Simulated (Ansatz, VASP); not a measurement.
# TiTe2: VASP beside Ansatz

POSCAR

```
TiTe2
1.0
    3.7770000000      0.0000000000      0.0000000000
   -1.8885000000      3.2709779501      0.0000000000
    0.0000000000      0.0000000000      6.4980000000
Te Ti
2 1
Direct
    0.3333333333      0.6666666667      0.7372000000
    0.6666666667      0.3333333333      0.2628000000
    0.0000000000      0.0000000000      0.0000000000
```

File INCAR.step1:

```
PREC = Accurate
ENCUT = 520
EDIFF = 1E-5
ISMEAR = -1
SIGMA = 0.05
LREAL = F
LASPH = T
NELM = 60
ALGO = Normal
ISIF = 2
LWAVE = T
LCHARG = F
NBANDS = 19
GGA = PE
```

INCAR.step2

```
PREC = Accurate
ENCUT = 520
EDIFF = 1E-7
ISMEAR = -1
SIGMA = 0.05
LREAL = F
LASPH = T
NELM = 60
ALGO = Normal
ISIF = 2
LWAVE = F
LCHARG = F
GGA = PE
LHFCALC = T
AEXX = 0.25
HFSCREEN = 0.3
PRECFOCK = Normal
NBANDS = 19
ISTART = 1
```

Contents of KPOINTS:

```
regular mesh
0
Gamma
  4 4 2
```

input.yaml

```yaml
crystal:
  lattice:
    - [3.777, 0.0, 0.0]
    - [-1.8885, 3.2709779501, 0.0]
    - [0.0, 0.0, 6.498]
  atoms:
    - { symbol: Te, position: [0.3333333333, 0.6666666667, 0.7372] }
    - { symbol: Te, position: [0.6666666667, 0.3333333333, 0.2628] }
    - { symbol: Ti, position: [0.0, 0.0, 0.0] }
hamiltonian:
  xc: { exchange: pbe, correlation: pbe, exx: { coeff: 0.25, omega: 0.3 } }
  pseudopotentials: { kind: paw }
kpoints:
  mp_grid: { grid: [4, 4, 2] }
  band_path:
    path:
      - [[0.0, 0.0, 0.0], [0.5, 0.0, 0.0], [0.3333333333, 0.3333333333, 0.0], [0.0, 0.0, 0.0], [0.0, 0.0, 0.5], [0.5, 0.0, 0.5], [0.3333333333, 0.3333333333, 0.5], [0.0, 0.0, 0.5]]
      - [[0.5, 0.0, 0.5], [0.5, 0.0, 0.0]]
      - [[0.3333333333, 0.3333333333, 0.0], [0.3333333333, 0.3333333333, 0.5]]
    npoints: 4
scf:
  occupations: { method: fermi_dirac, width: 0.05 }
  n_extra_bands: 7
output:
  forces: true
  stress: true
  eigenvalues: true
  fatbands: false
  write_density: true
  write_potential: true
  elf: true
  volumetric_format: npy
```

Alike in both runs: functional PBE-based screened hybrid; k mesh 4 × 4 × 2; occupations fermi-dirac, width 0.05 eV; no spin polarisation.

```csv
,VASP,Ansatz
version,VASP 6.6.1,Ansatz 0.2.0
potentials or method,"VASP PAW PBE potentials, release 64 (Te, Ti_sv)",Ansatz PAW
plane-wave cutoff (eV),520,420
valence electrons in the cell,24,44
task,single point,band structure
```

Ansatz gave:

```
gap on the k mesh at the Fermi level (eV)                     : none
pressure (GPa)                                                : -0.4
traceless stress, the component that is largest in VASP (GPa) : 0.23
rms of the force components (eV/Å)                            : 0.115
```

Question: Estimate VASP's values.

Answer: gap on the k mesh at the Fermi level (eV): none; pressure (GPa): -0.6; traceless stress, the component that is largest in VASP (GPa): 0.26; rms of the force components (eV/Å): 0.118.

VASP's potentials were made for PBE, not for PBE-based screened hybrid. Atom by atom the forces differ by 0.003 eV/Å (rms over components). A gap of «none» marks a metal or a gap that the smearing closes. VASP's potentials hold 24 valence electrons a cell and Ansatz's 44, so a difference there can come from the potentials and not from the codes.

The k mesh is coarse, so the values compare programs but aren't converged. Neither program's run includes spin-orbit coupling.
